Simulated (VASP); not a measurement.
A run of VASP 6.6.1:

The input INCAR:

```
PREC = Accurate ; ENCUT = 520
EDIFF = 1E-7 ; ISMEAR = 0
SIGMA = 0.1 ; LREAL = False
LASPH = True ; NELM = 100
ALGO = Normal ; ISIF = 2
LWAVE = False ; LCHARG = False
GGA = PE ; NBANDS = 46
```

KPOINTS

```
regular mesh
0
Gamma
  2 2 2
```

POSCAR

```
Cd4SeS3
1.0
    5.9919743000      0.0000000000      0.0000000000
    0.0000000000      5.9919743000      0.0000000000
    0.0000000000      0.0000000000      5.9919743000
Cd Se S
4 1 3
Direct
    0.2442710000      0.7557290000      0.2442710000
    0.2442710000      0.2442710000      0.7557290000
    0.7557290000      0.7557290000      0.7557290000
    0.7557290000      0.2442710000      0.2442710000
    0.5000000000      0.5000000000      0.5000000000
    0.5000000000      0.0000000000      0.0000000000
    0.0000000000      0.0000000000      0.5000000000
    0.0000000000      0.5000000000      0.0000000000
```

Potentials or basis: VASP PAW PBE potentials, release 64 (Cd, Se, S).

Command:

```console
$ cat potpaw_PBE.64/Cd/POTCAR potpaw_PBE.64/Se/POTCAR potpaw_PBE.64/S/POTCAR > POTCAR
$ mpirun -np 1 vasp_std > vasp.out
```

Hardware: 1 thread of Intel(R) Xeon(R) Platinum 8259CL CPU @ 2.50GHz (Skylake/Cascade Lake) (shared host).

Problem. Estimate the wall time of this run.

Solution. Run time: 64 s on 1 thread of Intel(R) Xeon(R) Platinum 8259CL CPU @ 2.50GHz (Skylake/Cascade Lake), on a shared host, peak memory 0.33 GiB. Counts: scf iterations 17, k points 4.
